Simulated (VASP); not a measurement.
# SnO2 in VASP: a series of runs

Runs on SnO2. Level: PBE. Tasks: relaxation of the atoms.

Everything below comes from runs of VASP 6.6.1. Logs are shortened: lines on timing, memory, paths and dates and some standing lists are left out, and cuts for length are marked.

**1. The cell of the first run**

The cell holds a sheet with vacuum, 3 atoms: a = 3.234 Å, b = 3.234 Å, c = 18.031 Å, α = 90.00°, β = 90.00°, γ = 60.00°.

**2. Relaxation of the atoms, PBE (atoms moved at random)**

Input file INCAR:

```
SYSTEM = SnO2
GGA = PE
LDIPOL = .TRUE.
IDIPOL = 3
DIPOL = 0.5 0.5 0.500
ISMEAR = 0
SIGMA = 0.03
LWAVE = .FALSE.
LCHARG = .FALSE.
ISIF = 0
NSW = 120
PREC = Accurate
LASPH = .TRUE.
LREAL = .FALSE.
ALGO = Normal
EDIFF = 1E-6
NELM = 120
GGA_COMPAT = .FALSE.
IBRION = 2
EDIFFG = -0.01
NELMIN = 4
ENCUT = 520
EFERMI = MIDGAP
NELMDL = -8
```

Input file KPOINTS:

```
Automatic mesh
0
Gamma
  5 5 1
  0 0 0
```

Input file POSCAR:

```
SnO2
1.0
    3.2341861505      0.0000000000      0.0000000000
    1.6170930752      2.8008873668      0.0000000000
    0.0000000000      0.0000000000     18.0307466749
O Sn
2 1
Direct
   -0.0077420000     -0.0059830000      0.4440890000
    0.6567080000      0.6769980000      0.5563570000
    0.3172950000      0.3323640000      0.4996480000
```

Potentials or basis: VASP PAW PBE potentials, release 64 (O, Sn_d).

Run with:

```console
$ cat potpaw_PBE.64/O/POTCAR potpaw_PBE.64/Sn_d/POTCAR > POTCAR
$ mpirun -np 1 vasp_std > vasp.out
```

OUTCAR:

```text
SYSTEM = SnO2
   GGA = PE
   ISMEAR = 0
   ISIF = 0
   NSW = 120
   PREC = Accurate
   LASPH = .TRUE.
   LREAL = .FALSE.
   EDIFF = 1E-6
   NELM = 120
   IBRION = 2
   EDIFFG = -0.01
   NELMIN = 4
   ENCUT = 520
   EFERMI = MIDGAP
   NELMDL = -8

 Found     13 irreducible k-points:

 Following reciprocal coordinates:
            Coordinates               Weight
  0.000000  0.000000  0.000000      1.000000
  0.200000  0.000000  0.000000      2.000000
  0.200000  0.200000  0.000000      2.000000
  0.000000  0.200000  0.000000      2.000000
  0.400000  0.000000  0.000000      2.000000
  0.400000  0.400000  0.000000      2.000000
   k-points           NKPTS =     13   k-points in BZ     NKDIM =     13   number of bands    NBANDS=     17
   number of dos      NEDOS =    301   number of ions     NIONS =      3
   total plane-waves  NPLWV =  80640
   dimension x,y,z NGX =    24 NGY =   24 NGZ =  140
   dimension x,y,z NGXF=    48 NGYF=   48 NGZF=  280
   ions per type =               2   1
   NGX,Y,Z   is equivalent  to a cutoff of  12.34, 12.34, 12.91 a.u.
   NGXF,Y,Z  is equivalent  to a cutoff of  24.67, 24.67, 25.82 a.u.
 SYSTEM =  SnO2
   PREC   = accura    normal or accurate (medium, high low for compatibility)
   ISTART =      0    job   : 0-new  1-cont  2-samecut
   ICHARG =      2    charge: 1-file 2-atom 10-const
   ISPIN  =      1    spin polarized calculation?
   LNONCOLLINEAR =      F non collinear calculations
   LSORBIT =      F    spin-orbit coupling
   LASPH  =      T    aspherical Exc in radial PAW
   ENCUT  =  520.0 eV  38.22 Ry    6.18 a.u.   6.01  6.01 33.53*2*pi/ulx,y,z
   NELM   =    120;   NELMIN=  4; NELMDL= -8     # of ELM steps
   EDIFF  = 0.1E-05   stopping-criterion for ELM
   LREAL  =      F    real-space projection
   EDIFFG = -.1E-01   stopping-criterion for IOM
   NSW    =    120    number of steps for IOM
   IBRION =      2    ionic relax: 0-MD 1-quasi-New 2-CG
   NFREE  =      1    steps in history (QN), initial steepest desc. (CG)
   ISIF   =      0    stress and relaxation
   ISYM   =      2    0-nonsym 1-usesym 2-fastsym
   POTIM  = 0.5000    time-step for ionic-motion
   TEBEG  =    0.0;   TEEND  =   0.0 temperature during run

   SCALEE = 1.0000    scale energy and forces
   PSTRESS=    0.0 pullay stress
   NELECT =      26.0000    total number of electrons
   NUPDOWN=      -1.0000    fix difference up-down
   EMIN   =  10.00;   EMAX   =-10.00  energy-range for DOS
   EFERMI =   0.00;   METHOD = MIDGAP
   ISMEAR =     0;   SIGMA  =   0.03  broadening in eV -4-tet -1-fermi 0-gaus
   EFERMI_NEDOS =   21; number of points for ismear=-14 and -15
   IALGO  =     38    algorithm
   IMIX   =      4    mixing-type and parameters
     AMIX     =   0.40;   BMIX     =  1.00
[... 24 lines left out ...]

 number of electron      25.9999991 magnetization

 Free energy of the ion-electron system (eV)
  ---------------------------------------------------
  ext. energy  EPLUGINS =         0.00000000
  ---------------------------------------------------
  free energy    TOTEN  =       -18.16786484 eV

  energy without entropy =      -18.16786484  energy(sigma->0) =      -18.16786484

------------------------ aborting loop because EDIFF is reached ----------------------------------------

 VOLUME and BASIS-vectors are now :
 -----------------------------------------------------------------------------
  energy-cutoff  :      520.00
  volume of cell :      163.33
      direct lattice vectors                 reciprocal lattice vectors
     3.234186150  0.000000000  0.000000000     0.309196797 -0.178514854  0.000000000
     1.617093075  2.800887367  0.000000000     0.000000000  0.357029708  0.000000000
     0.000000000  0.000000000 18.030746675     0.000000000  0.000000000  0.055460820
[... 73 lines left out ...]
--------------------------------------- Ionic step        4  -------------------------------------------

 number of electron      25.9999996 magnetization

 added-field ion interaction          0.000001 eV  (added to PSCEN)

------------------------ aborting loop because EDIFF is reached ----------------------------------------

 vacuum level on the upper side and lower side of the slab       (xc-potential included)         0.010        -0.131

 VOLUME and BASIS-vectors are now :
 -----------------------------------------------------------------------------
  energy-cutoff  :      520.00
  volume of cell :      163.33
      direct lattice vectors                 reciprocal lattice vectors
     3.234186150  0.000000000  0.000000000     0.309196797 -0.178514854  0.000000000
     1.617093075  2.800887367  0.000000000     0.000000000  0.357029708  0.000000000
     0.000000000  0.000000000 18.030746675     0.000000000  0.000000000  0.055460820
[... 73 lines left out ...]
--------------------------------------- Ionic step        7  -------------------------------------------

 number of electron      25.9999995 magnetization

 DIPCOR: dipole corrections for dipol
 direction  3 min pos     1,
 dipolmoment           0.000000      0.000000      0.000316 electrons x Angstroem
 Tr[quadrupol]       -43.222478

 energy correction for charged system         0.000000 eV

 dipol+quadrupol energy correction           -0.000000 eV

 added-field ion interaction         -0.000005 eV  (added to PSCEN)

 Free energy of the ion-electron system (eV)
  ---------------------------------------------------
  ext. energy  EPLUGINS =         0.00000000
  ---------------------------------------------------
  free energy    TOTEN  =       -18.18108606 eV

  energy without entropy =      -18.18108606  energy(sigma->0) =      -18.18108606

 E-fermi :  -3.9960     XC(G=0):  -3.1061

 val. band max:       -5.2852321885   @ k =  -0.2000   0.2000   0.0000
 cond. band min:      -2.7067410934   @ k =   0.0000   0.0000   0.0000
 fundamental gap:      2.5784910951
 Fermi energy:        -3.9959866410

 k-point     1 :       0.0000    0.0000    0.0000
  band No.  band energies     occupation
      1     -25.1420      2.00000
      2     -24.9268      2.00000
      3     -24.9268      2.00000
      4     -24.7530      2.00000
      5     -24.7529      2.00000
      6     -23.0069      2.00000
[... 97 lines left out ...]
      4     -24.7483      2.00000
      5     -24.6405      2.00000
      6     -22.0419      2.00000
[... 9 lines left out ...]
     16       4.6530      0.00000
     17       5.5944      0.00000

 [... further k-points ...]

------------------------ aborting loop because EDIFF is reached ----------------------------------------

 vacuum level on the upper side and lower side of the slab       (xc-potential included)        -0.007        -0.015

 VOLUME and BASIS-vectors are now :
 -----------------------------------------------------------------------------
  energy-cutoff  :      520.00
  volume of cell :      163.33
      direct lattice vectors                 reciprocal lattice vectors
     3.234186150  0.000000000  0.000000000     0.309196797 -0.178514854  0.000000000
     1.617093075  2.800887367  0.000000000     0.000000000  0.357029708  0.000000000
     0.000000000  0.000000000 18.030746675     0.000000000  0.000000000  0.055460820
[... 9 lines left out ...]
  FREE ENERGIE OF THE ION-ELECTRON SYSTEM (eV)
  ---------------------------------------------------
  free  energy   TOTEN  =       -18.1810860589 eV

  energy  without entropy=      -18.1810860589  energy(sigma->0) =      -18.18108606

 reached required accuracy - stopping structural energy minimisation

 vacuum level on the upper side and lower side of the slab         3.054         3.049
```

OSZICAR:

```text
N       E                     dE             d eps       ncg     rms          rms(c)
DAV:   1     0.265230452194E+03    0.26523E+03   -0.12599E+04   450   0.142E+03
DAV:   2     0.147761558074E+02   -0.25045E+03   -0.24633E+03   599   0.342E+02
DAV:   3    -0.201254116835E+02   -0.34902E+02   -0.34830E+02   512   0.154E+02
DAV:   4    -0.211569301117E+02   -0.10315E+01   -0.10310E+01   623   0.323E+01
[... 16 lines left out ...]
       N       E                     dE             d eps       ncg     rms          rms(c)
DAV:   1    -0.181810632587E+02   -0.42159E-06   -0.94919E-03   461   0.822E-01    0.164E-02
DAV:   2    -0.181810859190E+02   -0.22660E-04   -0.24195E-04   537   0.146E-01    0.650E-03
DAV:   3    -0.181810860858E+02   -0.16676E-06   -0.63972E-06   704   0.241E-02    0.474E-03
DAV:   4    -0.181810860589E+02    0.26867E-07   -0.70886E-07   459   0.895E-03
   7 F= -.18181086E+02 E0= -.18181086E+02  d E =-.360831E-03
```

CONTCAR:

```text
SnO2
   1.00000000000000
     3.2341861504999998    0.0000000000000000    0.0000000000000000
     1.6170930751999999    2.8008873668000001    0.0000000000000000
     0.0000000000000000    0.0000000000000000   18.0307466749000014
  O               Sn
     2     1
Direct
     0.9887138539032757    0.0010058282179147    0.4438730715393756
     0.6554350224838403    0.6679076106364970    0.5561978285445917
     0.3221121236128868    0.3344655611455838    0.5000230999160299

  0.00000000E+00  0.00000000E+00  0.00000000E+00
  0.00000000E+00  0.00000000E+00  0.00000000E+00
  0.00000000E+00  0.00000000E+00  0.00000000E+00
```

Wall time 3.6 min (1 thread of Intel Xeon Platinum 8259CL at 2.50GHz (Skylake/Cascade Lake), shared host); peak memory 0.28 GiB.

Results:

```
Free energy                  : -18.1811 eV
Energy gained by relaxing    : 4.4 meV/atom
Ionic steps                  : 7
Largest force after relaxing : 0.007 eV/Å
Band gap on the k mesh       : 2.58 eV (least direct gap 3.11 eV)
```

Forces in eV/Å, atoms in the order of the input:
```
O    0.003  0.003  0.000
O   -0.002 -0.003 -0.006
Sn  -0.001  0.000  0.006
```

Step by step:
| step | energy change (eV) | largest force (eV/Å) |
| --- | --- | --- |
| 1 | 0.0000 | 0.4312 |
| 2 | -0.0108 | 0.1895 |
| 3 | -0.0108 | 0.2165 |
| 4 | -0.0128 | 0.1149 |
| 5 | -0.0129 | 0.0715 |
| 6 | -0.0132 | 0.0167 |
| 7 | -0.0132 | 0.0071 |

Final structure:
```
O Sn
1.0
     3.23419    0.00000    0.00000
     1.61709    2.80089    0.00000
     0.00000    0.00000   18.03075
O Sn
2 1
Direct
  0.98871 0.00101 0.44387
  0.65544 0.66791 0.55620
  0.32211 0.33447 0.50002
```

Caveat: the k points lie up to 0.45 Å⁻¹ apart; the cell differs from its parent crystal (atoms moved at random); spin-orbit coupling is left out, which moves the levels of the heavy elements.

**3. Relaxation of the atoms, PBE (atoms moved at random)**

Changes to INCAR since step 2:

```diff
@@ -15,3 +15,3 @@
 ALGO = Normal
-EDIFF = 1E-6
+EDIFF = 1E-7
 NELM = 120
@@ -19,5 +19,5 @@
 IBRION = 2
-EDIFFG = -0.01
+EDIFFG = -0.002
 NELMIN = 4
-ENCUT = 520
+ENCUT = 800
 EFERMI = MIDGAP
```

Input file KPOINTS:

```
Automatic mesh
0
Gamma
  8 8 1
  0 0 0
```

POSCAR is that of step 2.

Potentials or basis: VASP PAW PBE potentials, release 64 (O, Sn_d).

Run with:

```console
$ cat potpaw_PBE.64/O/POTCAR potpaw_PBE.64/Sn_d/POTCAR > POTCAR
$ mpirun -np 1 vasp_std > vasp.out
```

Run time: 25 min. Hardware: 1 thread of Intel Xeon Platinum 8259CL at 2.50GHz (Skylake/Cascade Lake), shared host; peak memory 0.53 GiB.

The run converged. Its results:

* Free energy: -18.1957 eV
* Energy gained by relaxing: 4.4 meV/atom
* Ionic steps: 13
* Band gap on the k mesh: 2.55 eV (least direct gap 3.11 eV)

Step by step:
```
step  energy change (eV)  largest force (eV/Å)
   1              0.0000                0.4315
   2             -0.0107                0.1916
   3             -0.0108                0.2177
   4             -0.0127                0.1156
   5             -0.0128                0.0722
   6             -0.0132                0.0186
   7             -0.0132                0.0059
   8             -0.0132                0.0058
   9             -0.0132                0.0050
  10             -0.0132                0.0030
  11             -0.0132                0.0033
  12             -0.0132                0.0031
  13             -0.0132                0.0012
```

Final structure:
```cif
data_structure
_symmetry_space_group_name_H-M 'P 1'
_symmetry_Int_Tables_number 1
_cell_length_a 3.2342
_cell_length_b 3.2342
_cell_length_c 18.0307
_cell_angle_alpha 90.000
_cell_angle_beta 90.000
_cell_angle_gamma 60.000
_cell_volume 163.33
loop_
_atom_site_label
_atom_site_type_symbol
_atom_site_fract_x
_atom_site_fract_y
_atom_site_fract_z
_atom_site_occupancy
O1 O 0.98875 0.00110 0.44390 1
O2 O 0.65543 0.66782 0.55616 1
Sn1 Sn 0.32209 0.33446 0.50003 1
```

Levels at points of the mesh, in eV from the valence-band top:
```tsv
k point	band 10	band 11	band 12	band 13	band 14	band 15	band 16	band 17
(0.00, 0.00, 0.00)	-1.16	-0.74	-0.74	-0.56	2.55	5.72	8.06	8.18
(0.50, 0.00, 0.00)	-2.85	-1.14	-0.38	-0.12	5.32	7.38	10.34	11.47
(0.50, 0.50, 0.00)	-2.85	-1.13	-0.38	-0.12	5.32	7.38	10.34	11.47
(0.00, 0.50, 0.00)	-2.85	-1.14	-0.38	-0.12	5.32	7.38	10.34	11.47
```

Caveat: the cell differs from its parent crystal (atoms moved at random); spin-orbit coupling is left out, which moves the levels of the heavy elements.
